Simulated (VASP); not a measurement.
The system is Sc3AlP.

```
Sc Al P
1.0
     4.29919    0.00000    0.00000
    -2.14960    3.72321    0.00000
     0.00000    0.00000    5.15990
Sc Al P
3 1 1
Direct
  0.66667 0.33333 0.24892
  0.66667 0.33333 0.75108
  0.00000 0.00000 0.00000
  0.33333 0.66667 0.00000
  0.00000 0.00000 0.50000
```

The cell was generated, and may not be a known phase.

* Program: VASP 6.6.1
* Task: relaxation of cell and atoms
* Functional: PBE
* Potentials or basis: VASP PAW PBE potentials, release 64 (Sc_sv, Al, P)
* Cutoff: 600 eV
* k mesh: 6 × 6 × 4
* Occupations: gaussian, width 0.1 eV
* Spin: no spin polarisation

At the start: pressure 32.6 GPa; volume 16.52 Å³/atom.

Problem. How do energy, volume and symmetry change on relaxing?

Solution. Over 8 steps the energy falls by 528.3 meV/atom and the volume is 21.89 Å³/atom (+32.5 %); space group P-6m2 (No. 187, to 0.1 Å) before and after.

The path:
```csv
step,energy change (eV),largest force (eV/Å),pressure (GPa),volume (Å³)
1,0.0000,2.6183,32.64,82.59
2,-1.8353,1.0526,-8.19,129.63
3,-2.4539,0.3630,-0.31,109.80
4,-2.5996,0.0582,-0.56,110.35
5,-2.6268,0.3266,-0.58,110.60
6,-2.6380,0.1871,0.10,109.30
7,-2.6395,0.1172,0.46,108.65
8,-2.6417,0.0203,-0.05,109.43
```

Final structure:
```
CELL_PARAMETERS angstrom
4.52881 0.00000 0.00000
-2.26441 3.92207 0.00000
0.00000 0.00000 6.16066
ATOMIC_POSITIONS crystal
Sc 0.66667 0.33333 0.26738
Sc 0.66667 0.33333 0.73262
Sc 0.00000 0.00000 0.00000
Al 0.33333 0.66667 0.00000
P 0.00000 0.00000 0.50000
```

Caveat: the volume moved by over 15 % at a fixed basis, so the end points are rough.
